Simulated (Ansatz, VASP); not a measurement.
# Two plane-wave programs on Co

```
CELL_PARAMETERS angstrom
2.27907 0.00000 0.00000
-1.13954 1.97374 0.00000
0.00000 0.00000 4.83994
ATOMIC_POSITIONS crystal
Co 0.66667 0.33333 0.25986
Co 0.33333 0.66667 0.74014
```

Alike in both runs: task single point; functional PBEsol; k mesh 24 × 24 × 14; occupations gaussian, width 0.15 eV; collinear spin.

```csv
,VASP,Ansatz
version,VASP 6.6.1,Ansatz 0.2.0
potentials or method,"VASP PAW PBE potentials, release 64 (Co), cutoff 520 eV","scalar-relativistic, plane waves, PAW"
valence electrons in the cell,18,34
```

VASP gave:

- gap on the k mesh at the Fermi level (eV): none
- pressure (GPa): 9.2
- traceless stress, the component that is largest in VASP (GPa): -46.08
- rms of the force components (eV/Å): 0.054
- net moment per atom (μB): 1.63
- size of the moment on the site where the two differ most (μB): 1.63

Task: What did Ansatz give for the same quantities?

Result: gap on the k mesh at the Fermi level (eV): none; pressure (GPa): 10.4; traceless stress, the component that is largest in VASP (GPa): -47.32; rms of the force components (eV/Å): 0.057; net moment per atom (μB): 1.64; size of the moment on the site where the two differ most (μB): 1.68.

VASP's potentials were made for PBE, not for PBEsol. Site moments also hang on the region over which each program counts them. Atom by atom the forces differ by 0.003 eV/Å (rms over components). A gap of «none» marks a metal or a gap that the smearing closes. With one functional, cell and mesh, what is left measures potentials, basis and numerics. VASP's potentials hold 18 valence electrons a cell and Ansatz's 34, so a difference there can come from the potentials and not from the codes.
